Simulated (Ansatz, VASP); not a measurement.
## AlN in VASP and in Ansatz

Contents of INCAR:

```
SYSTEM = AlN
PREC = Accurate ; ENCUT = 520
EDIFF = 1E-7 ; ISMEAR = 0
SIGMA = 0.05 ; LREAL = .False.
LASPH = .True. ; NELM = 60
ALGO = Normal ; ISIF = 2
LWAVE = .False. ; LCHARG = .False.
IBRION = 2 ; NSW = 50
EDIFFG = -0.01
```

KPOINTS

```
regular mesh
0
Gamma
  9 9 6
  0 0 0
```

Contents of POSCAR:

```
AlN
1.0
    3.1813000000      0.0000000000      0.0000000000
   -1.5906500000      2.7550866171      0.0000000000
    0.0000000000      0.0000000000      5.1413000000
Al N
2 2
Direct
    0.3333333333      0.6666666667      0.0015210172
    0.6666666667      0.3333333333      0.5015210172
    0.3333333333      0.6666666667      0.3834789828
    0.6666666667      0.3333333333      0.8834789828
```

Input for Ansatz:

```yaml
crystal:
  lattice:
    - [3.1813, 0.0, 0.0]
    - [-1.59065, 2.7550866171, 0.0]
    - [0.0, 0.0, 5.1413]
  atoms:
    - { symbol: Al, position: [0.3333333333, 0.6666666667, 0.0015210172] }
    - { symbol: Al, position: [0.6666666667, 0.3333333333, 0.5015210172] }
    - { symbol: "N", position: [0.3333333333, 0.6666666667, 0.3834789828] }
    - { symbol: "N", position: [0.6666666667, 0.3333333333, 0.8834789828] }
basis:
  ecutwfc: 520.0
kpoints:
  mp_grid: { grid: [9, 9, 6] }
hamiltonian:
  xc: lda
  pseudopotentials: { kind: paw, azcp: { folder: soft_1 } }
scf:
  occupations: { method: gaussian, width: 0.05 }
output:
  forces: true
  stress: true
  eigenvalues: true
relax:
  adjacent_minimum: "off"
  f_tol: 0.01
  max_steps: 30
```

Alike in both runs: task relaxation of the atoms; functional LDA; k mesh 9 × 9 × 6; occupations gaussian, width 0.05 eV; no spin polarisation.

```csv
,VASP,Ansatz
version,VASP 6.6.1,Ansatz 0.2.0
potentials or method,"VASP PAW LDA potentials, release 64 (Al, N), cutoff 520 eV","scalar-relativistic, plane waves, PAW"
valence electrons in the cell,16,16
```

```tsv
	VASP	Ansatz	Ansatz less VASP
gap on the k mesh at the Fermi level, each at its own relaxed structure (eV)	3.62	3.61	-0.003
```

Ansatz warns that its potentials were made for another functional, while VASP's fit it. LDA's correlation is that of Perdew and Zunger in VASP and of Perdew and Wang (1992) in Ansatz. Ansatz's warnings: stress scf threshold loose.
